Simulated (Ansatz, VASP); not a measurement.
One calculation of Sb, two programs

```
Sb
1.0
     2.15060    1.24165    3.70656
    -2.15060    1.24165    3.70656
     0.00000   -2.48330    3.70656
Sb
2
Direct
  0.23364 0.23364 0.23364
  0.76636 0.76636 0.76636
```

Change from the starting cell: zz strain of -1 %.

Alike in both runs: task single point; functional PBE; k mesh 9 × 9 × 9; occupations fermi-dirac, width 0.05 eV; no spin polarisation.

|  | VASP | Ansatz |
| --- | --- | --- |
| version | VASP 6.6.1 | Ansatz 0.2.0 |
| potentials or method | VASP PAW PBE potentials, release 64 (Sb), cutoff 520 eV | all-electron LAPW, scalar-relativistic |

VASP gave:

| Item | Value |
| --- | --- |
| pressure (GPa) | 3.8 |
| traceless stress, the component that is largest in VASP (GPa) | -0.18 |
| rms of the force components (eV/Å) | 0.179 |

Question: Which values does Ansatz return?

Answer: Pressure (GPa): 3.7; traceless stress, the component that is largest in VASP (GPa): -0.13; rms of the force components (eV/Å): 0.152.

Atom by atom the forces differ by 0.027 eV/Å (rms over components). Ansatz ran all-electron here, and VASP with PAW potentials.

Spin-orbit coupling is off throughout.
